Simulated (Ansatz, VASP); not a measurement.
Mo in VASP and in Ansatz

INCAR

```
PREC     = Accurate       # precision mode
ENCUT    = 600            # plane-wave cutoff, eV
EDIFF    = 1E-6           # SCF threshold, eV
ISMEAR   = 1              # smearing method
SIGMA    = 0.1            # smearing width, eV
LREAL    = F              # projectors in reciprocal space
LASPH    = T              # aspherical terms in the spheres
NELM     = 100            # most SCF steps
ALGO     = Normal         # electronic algorithm
ISIF     = 3              # what is computed and relaxed
LWAVE    = F              # write WAVECAR
LCHARG   = F              # write CHGCAR
GGA      = PS             # functional
IBRION   = 2              # ionic algorithm
NSW      = 80             # ionic steps
EDIFFG   = -0.01          # ionic threshold
```

File KPOINTS:

```
regular mesh
0
Gamma
  11 11 11
```

The input POSCAR:

```
Mo
1.0
    2.7355100000      0.0000000000      0.0000000000
   -1.3677550000      2.3690211523      0.0000000000
    0.0000000000      0.0000000000      2.5551810000
Mo
1
Direct
    0.0000000000      0.0000000000      0.5000000000
```

Input for Ansatz:

```yaml
crystal:
  lattice:
    - [2.73551, 0.0, 0.0]
    - [-1.3677549999999994, 2.3690211523063702, 0.0]
    - [0.0, 0.0, 2.555181]
  atoms:
    - { symbol: Mo, position: [0.0, 0.0, 0.5] }
basis:
  ecutwfc: 470.0
kpoints:
  mp_grid:
    grid: [11, 11, 11]
    shift: [0.0, 0.0, 0.0]
hamiltonian:
  xc: pbesol
  dispersion: none
scf:
  occupations:
    method: cold
    width: 0.1
relax:
  f_tol: 0.01
  cell: {}
```

Alike in both runs: task relaxation of cell and atoms; functional PBEsol; k mesh 11 × 11 × 11; no spin polarisation.

```csv
,VASP,Ansatz
version,VASP 6.6.1,Ansatz 0.2.0
potentials or method,"VASP PAW PBE potentials, release 64 (Mo_sv), cutoff 600 eV","plane waves, PAW"
occupations,"methfessel-paxton of order 1, width 0.1 eV","cold, width 0.1 eV"
valence electrons in the cell,14,14
```

```tsv
	VASP	Ansatz	Ansatz less VASP
relaxed volume (Å³/atom)	16.24	16.20	-0.041
relaxed cell length with the largest relative difference (Å)	2.485	2.481	-0.0046
```

VASP's potentials were made for PBE, not for PBEsol.
